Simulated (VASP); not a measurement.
Set up this calculation in VASP 6.6.1, as the native input.

| Property | Result |
| --- | --- |
| Task | electric field gradients |
| Functional | LDA |
| Potentials or basis | VASP PAW LDA potentials, release 64 (Sn_d, O) |
| Cutoff | 520 eV |
| k mesh | 6 × 6 × 5 |
| Occupations | fermi-dirac, width 0.02 eV |
| Spin | no spin polarisation |
| Dipole correction | no |
| Further INCAR settings | ALGO = Normal; EDIFF = 1e-08; NBANDS = 28 |

The structure of SnO lies in POSCAR:

```
SnO
1.0
    3.8520320533      0.0000000000      0.0000000000
    0.0000000000      3.8520320533      0.0000000000
    0.0000000000      0.0000000000      4.8996388769
Sn O
2 2
Direct
    0.0000000000      0.5000000000      0.2385000000
    0.5000000000      0.0000000000      0.7615000000
    0.0000000000      0.0000000000      0.0000000000
    0.5000000000      0.5000000000      0.0000000000
```

This cell differs from its parent crystal: volume scaled by 1.04.

One way to write it, as run:

INCAR

```
ALGO = Normal ; EDIFF = 1E-8
ENCUT = 520 ; GGA = CA
ISIF = 2 ; ISMEAR = -1
LASPH = T ; LCHARG = F
LEFG = T ; LREAL = F
LWAVE = F ; NBANDS = 28
NELM = 60 ; PREC = Accurate
SIGMA = 0.02
```

KPOINTS

```
k-points
0
Gamma
  6 6 5
```

Potentials or basis: VASP PAW LDA potentials, release 64 (Sn_d, O).

Launch:

```sh
$ cat potpaw_LDA.64/Sn_d/POTCAR potpaw_LDA.64/O/POTCAR > POTCAR
$ mpirun -np 1 vasp_std > vasp.out
```

It gave:

```yaml
Pressure: -5.9 GPa
Largest_force: 0.661 eV/Å
Band_gap_on_the_k_mesh: 0.22 eV, indirect (least direct gap 2.01 eV)
```

Caveat: without QUAD_EFG the Cq values of the log hold for a quadrupole moment of 1 mb, not for the nuclei; spin-orbit coupling is left out, which moves the levels of the heavy elements.

Wall time 31 s on 1 thread of Intel(R) Xeon(R) 6975P-C (Granite Rapids), on a shared host, peak memory 0.18 GiB.
